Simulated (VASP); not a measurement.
# Ca (Pm-3m) in VASP: further runs

Ca is run at these levels: r2SCAN, r2SCAN0; tasks: single point.

All numbers are computed with VASP 6.6.1; they aren't measurements. Logs are shortened: lines on timing, memory, paths and dates and some standing lists are left out, and cuts for length are marked.

## Step 1: The cell of the first run

Symmetry: Pm-3m, No. 221, cubic system. The conventional cell has a = 3.507 Å, b = 3.507 Å, c = 3.507 Å, α = 90.00°, β = 90.00°, γ = 90.00°. Within 4.6 Å of Ca (site symmetry m-3m) lie 6 Ca at 3.51 Å.

This isn't the form of Ca at room conditions, which is fcc.

## Step 2: Single point, r2SCAN

File POSCAR:

```
Ca
1.0
    3.5065510585      0.0000000000      0.0000000000
    0.0000000000      3.5065510585      0.0000000000
    0.0000000000      0.0000000000      3.5065510585
Ca
1
Direct
    0.0000000000      0.0000000000      0.0000000000
```

File INCAR.step1:

```
SYSTEM = Ca
  PREC = Accurate
  ENCUT = 520
  ISMEAR = -1
  SIGMA = 0.1
  LREAL = .FALSE.
  LASPH = .TRUE.
  NELM = 80
  NBANDS = 11
  GGA = PE
  ALGO = Normal
  EDIFF = 1E-4
  LWAVE = .TRUE.
  LCHARG = .FALSE.
```

File INCAR.step2:

```
SYSTEM = Ca
  PREC = Accurate
  ENCUT = 520
  EDIFF = 1E-6
  ISMEAR = -1
  SIGMA = 0.1
  LREAL = .FALSE.
  LASPH = .TRUE.
  NELM = 80
  ALGO = Normal
  ISIF = 2
  LWAVE = .FALSE.
  LCHARG = .TRUE.
  METAGGA = R2SCAN
  LMIXTAU = .TRUE.
  LELF = .TRUE.
  LVHAR = .TRUE.
  NBANDS = 11
  ISTART = 1
```

File KPOINTS:

```
Automatic mesh
0
G
  5 5 5
  0 0 0
```

Potentials or basis: VASP PAW PBE potentials, release 64 (Ca_sv).

The run is started by

```
cat potpaw_PBE.64/Ca_sv/POTCAR > POTCAR
cp INCAR.step1 INCAR
mpirun -np 1 vasp_std > vasp.out
cp INCAR.step2 INCAR
mpirun -np 1 vasp_std > vasp.out
```

OUTCAR:

```text
SYSTEM = Ca
   PREC = Accurate
   ENCUT = 520
   EDIFF = 1E-6
   ISMEAR = -1
   LREAL = .FALSE.
   LASPH = .TRUE.
   NELM = 80
   ISIF = 2
   METAGGA = R2SCAN
   ISTART = 1

 ion  position               nearest neighbor table
   1  0.000  0.000  0.000-

  LATTYP: Found a simple cubic cell.
 ALAT       =     3.5065510585

  Lattice vectors:

 A1 = (   3.5065510585,   0.0000000000,   0.0000000000)
 A2 = (   0.0000000000,   3.5065510585,   0.0000000000)
 A3 = (   0.0000000000,   0.0000000000,   3.5065510585)

Analysis of symmetry for initial positions (statically):
=====================================================================
 Subroutine PRICEL returns:
 Original cell was already a primitive cell.

 Routine SETGRP: Setting up the symmetry group for a
 simple cubic supercell.

 Subroutine GETGRP returns: Found 48 space group operations
 (whereof 48 operations were pure point group operations)
 out of a pool of 48 trial point group operations.

The static configuration has the point symmetry O_h .

Analysis of symmetry for dynamics (positions and initial velocities):
=====================================================================
 Subroutine PRICEL returns:
 Original cell was already a primitive cell.

 Routine SETGRP: Setting up the symmetry group for a
 simple cubic supercell.

 Subroutine GETGRP returns: Found 48 space group operations
 (whereof 48 operations were pure point group operations)
 out of a pool of 48 trial point group operations.

The dynamic configuration has the point symmetry O_h .

 Subroutine INISYM returns: Found 48 space group operations
 (whereof 48 operations are pure point group operations),
 and found     1 'primitive' translations

----------------------------------------------------------------------------------------

                                     Primitive cell

  volume of cell :      43.1162

  direct lattice vectors                    reciprocal lattice vectors
     3.506551058  0.000000000  0.000000000     0.285180505  0.000000000  0.000000000
     0.000000000  3.506551058  0.000000000     0.000000000  0.285180505  0.000000000
     0.000000000  0.000000000  3.506551058     0.000000000  0.000000000  0.285180505

  length of vectors
     3.506551058  3.506551058  3.506551058     0.285180505  0.285180505  0.285180505

  position of ions in fractional coordinates (direct lattice)
     0.000000000  0.000000000  0.000000000

  ion indices of the primitive-cell ions
[... 64 lines left out ...]
   NFREE  =      0    steps in history (QN), initial steepest desc. (CG)
   ISIF   =      2    stress and relaxation
   ISYM   =      2    0-nonsym 1-usesym 2-fastsym
   POTIM  = 0.5000    time-step for ionic-motion
   TEBEG  =    0.0;   TEEND  =   0.0 temperature during run
   PSTRESS=    0.0 pullay stress
   NELECT =      10.0000    total number of electrons
   NUPDOWN=      -1.0000    fix difference up-down
   EMIN   =  10.00;   EMAX   =-10.00  energy-range for DOS
   EFERMI =   0.00;   METHOD = LEGACY
   ISMEAR =    -1;   SIGMA  =   0.10  broadening in eV -4-tet -1-fermi 0-gaus
   EFERMI_NEDOS =   21; number of points for ismear=-14 and -15
   IALGO  =     38    algorithm
   IMIX   =      4    mixing-type and parameters
     AMIX     =   0.40;   BMIX     =  1.00
     AMIX_MAG =   1.60;   BMIX_MAG =  1.00
  volume/ion in A,a.u.               =      43.12       290.96
  Fermi-wavevector in a.u.,A,eV,Ry     =   1.005838  1.900758 13.765149  1.011710
  Thomas-Fermi vector in A             =   2.138543
   LORBIT       =      0    0 simple, 1 ext, 2 COOP (PROOUT), +10 PAW based schemes
   METAGGA = R2SCAN    functional components
   LHFCALC =     F    Hartree Fock is set to
   AEXX    =    0.0000 exact exchange contribution
   IVDW    =     0    specifies the selected vdW correction
   LEPSILON=     F    determine dielectric tensor
   LRPA    =     F    only Hartree local field effects (RPA)
 non-spin polarized calculation
  energy-cutoff  :      520.00
  volume of cell :       43.12
 maximum number of plane-waves:      1189
 NGX is ok and might be reduce to    28
   NGX = 13   NGY = 13   NGZ = 13

 number of electron       9.9999997 magnetization

 Free energy of the ion-electron system (eV)
  ---------------------------------------------------
  ext. energy  EPLUGINS =         0.00000000
  ---------------------------------------------------
  free energy    TOTEN  =        -6.64286809 eV

  energy without entropy =       -6.61380552  energy(sigma->0) =       -6.62833680

 E-fermi :   2.0536     XC(G=0):  -8.0973

 val. band max:        1.9893330437   @ k =   0.4000   0.0000   0.0000
 cond. band min:       2.2223244388   @ k =   0.4000   0.4000   0.4000
 fundamental gap:      0.2329913951
 Fermi energy:         2.0536169246

 k-point     1 :       0.0000    0.0000    0.0000
  band No.  band energies     occupation
      1     -42.1602      2.00000
      2     -22.1685      2.00000
      3     -22.1685      2.00000
      4     -22.1685      2.00000
      5      -2.2285      2.00000
      6       2.9535      0.00025
      7       2.9535      0.00025
      8       6.3406      0.00000
      9       6.3406      0.00000
     10       6.3406      0.00000
     11      10.9986      0.00000
[... 113 lines left out ...]
 k-point    10 :       0.4000    0.4000    0.4000
  band No.  band energies     occupation
      1     -42.1112      2.00000
      2     -22.3156      2.00000
      3     -22.3129      2.00000
      4     -22.3129      2.00000
      5       2.2223      0.31232
      6       2.9163      0.00036
      7       2.9163      0.00036
      8       5.9837      0.00000
      9       5.9837      0.00000
     10       6.3804      0.00000
     11       8.5635      0.00000

------------------------ aborting loop because EDIFF is reached ----------------------------------------

  FORCE on cell =-STRESS in cart. coord.  units (eV):
  Direction    XX          YY          ZZ          XY          YZ          ZX
  --------------------------------------------------------------------------------------
  -------------------------------------------------------------------------------------
  Total       -0.0434558     -0.0434558     -0.0434558      0.0000000      0.0000000     -0.0000000
  in kB       -1.6147984     -1.6147984     -1.6147984      0.0000000      0.0000000     -0.0000000
  external PRESSURE =      -1.6147984 kB  Pullay stress =       0.0000000 kB

 VOLUME and BASIS-vectors are now :
 -----------------------------------------------------------------------------
  energy-cutoff  :      520.00
  volume of cell :       43.12
      direct lattice vectors                 reciprocal lattice vectors
     3.506551058  0.000000000  0.000000000     0.285180505  0.000000000  0.000000000
     0.000000000  3.506551058  0.000000000     0.000000000  0.285180505  0.000000000
     0.000000000  0.000000000  3.506551058     0.000000000  0.000000000  0.285180505

 POSITION                                       TOTAL-FORCE (eV/Angst)
 -----------------------------------------------------------------------------------
      0.00000      0.00000      0.00000         0.000000      0.000000      0.000000
 -----------------------------------------------------------------------------------
    total drift:                                0.000000      0.000000     -0.000000

  FREE ENERGIE OF THE ION-ELECTRON SYSTEM (eV)
  ---------------------------------------------------
  free  energy   TOTEN  =        -6.6428680867 eV

  energy  without entropy=       -6.6138055196  energy(sigma->0) =       -6.62833680
```

Run time: 45 s. Hardware: 1 thread of AMD EPYC 7R13, shared host; peak memory 0.13 GiB.

What came out:

```
Free energy            : -6.6429 eV
Pressure               : -0.2 GPa
Band gap on the k mesh : zero (bands 5 and 6 overlap by 0.23 eV)
```

Caveat: the PAW data sets were made with another functional, which shifts forces and pressure a little.

## Step 3: Single point, r2SCAN0

POSCAR is that of step 2.

File INCAR.step1:

```
ALGO = Normal
EDIFF = 1E-5
ENCUT = 520
GGA = PE
ISIF = 2
ISMEAR = -1
LASPH = T
LCHARG = F
LREAL = F
LWAVE = T
NBANDS = 11
NELM = 80
PREC = Accurate
SIGMA = 0.1
```

File INCAR.step2:

```
AEXX = 0.25
ALGO = Normal
EDIFF = 1E-6
ENCUT = 520
ISIF = 2
ISMEAR = -1
ISTART = 1
LASPH = T
LCHARG = F
LHFCALC = T
LMIXTAU = T
LREAL = F
LWAVE = F
METAGGA = R2SCAN
NBANDS = 11
NELM = 80
PREC = Accurate
PRECFOCK = Normal
SIGMA = 0.1
```

File KPOINTS:

```
k-points
0
Gamma
  5 5 5
```

Potentials or basis: VASP PAW PBE potentials, release 64 (Ca_sv).

The run is started by

```
cat potpaw_PBE.64/Ca_sv/POTCAR > POTCAR
cp INCAR.step1 INCAR
mpirun -np 1 vasp_std > vasp.out
cp INCAR.step2 INCAR
mpirun -np 1 vasp_std > vasp.out
```

Wall time 13 min (1 thread of AMD EPYC 7R13, shared host); peak memory 0.14 GiB.

It converged, with:

- Free energy: -5.2615 eV
- Pressure: 0.4 GPa
- Band gap on the k mesh: zero (bands 5 and 6 overlap by 0.93 eV)

Levels at points of the mesh, in eV from the Fermi level:
```tsv
k point	band 3	band 4	band 5	band 6	band 7	band 8
(0.00, 0.00, 0.00)	-26.83	-26.83	-5.73	1.58	1.58	5.38
```

Caveat: the PAW data sets were made with another functional, which shifts forces and pressure a little.
